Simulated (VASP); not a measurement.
Wanted: the native input for a VASP 6.6.1 run.

* Task: single point
* Functional: revPBE
* Potentials or basis: VASP PAW PBE potentials, release 64 (Cu_sv_GW, O)
* Cutoff: 820 eV
* k mesh: 10 × 10 × 5
* Occupations: fermi-dirac, width 0.05 eV
* Spin: no spin polarisation
* Dipole correction: no
* Further INCAR settings: ALGO = Normal; EDIFF = 1e-06; NBANDS = 33

The structure of CuO lies in POSCAR:

```
CuO
1.0
    2.3261324123     -1.6998144190      0.0000000000
    2.3261324123      1.6998144190      0.0000000000
   -0.8443223728      0.0000000000      5.0239229397
Cu O
2 2
Direct
    0.5000000000      0.0000000000      0.5000000000
    0.0000000000      0.5000000000      0.0000000000
    0.4184000000      0.5816000000      0.7500000000
    0.5816000000      0.4184000000      0.2500000000
```

These files were run (other wordings do the same):

INCAR

```
SYSTEM = CuO
PREC = Accurate
ENCUT = 820
EDIFF = 1E-6
ISMEAR = -1
SIGMA = 0.05
LREAL = .False.
LASPH = .True.
NELM = 120
ALGO = Normal
ISIF = 2
LWAVE = .False.
LCHARG = .True.
GGA = RE
LELF = .True.
LVHAR = .True.
NBANDS = 33
GGA_COMPAT = .False.
```

KPOINTS

```
regular mesh
0
Gamma
  10 10 5
  0 0 0
```

Potentials or basis: VASP PAW PBE potentials, release 64 (Cu_sv_GW, O).

Run with:

```console
$ cat potpaw_PBE.64/Cu_sv_GW/POTCAR potpaw_PBE.64/O/POTCAR > POTCAR
$ mpirun -np 1 vasp_std > vasp.out
```

Results of the run:

```json
{
 "Pressure": "12.9 GPa",
 "Largest force": "0.140 eV/Å",
 "Band gap on the k mesh": "zero (bands 25 and 26 overlap by 0.60 eV)"
}
```

Caveat: the cell stands under pressure; the PAW data sets were made with another functional, which shifts forces and pressure a little; semilocal functionals often make such compounds metallic where correlation or magnetic order opens a gap, which also shifts bond lengths.

Wall time 5.7 min on 1 thread of Intel(R) Xeon(R) Platinum 8259CL CPU @ 2.50GHz (Skylake/Cascade Lake), on a shared host, peak memory 0.45 GiB.
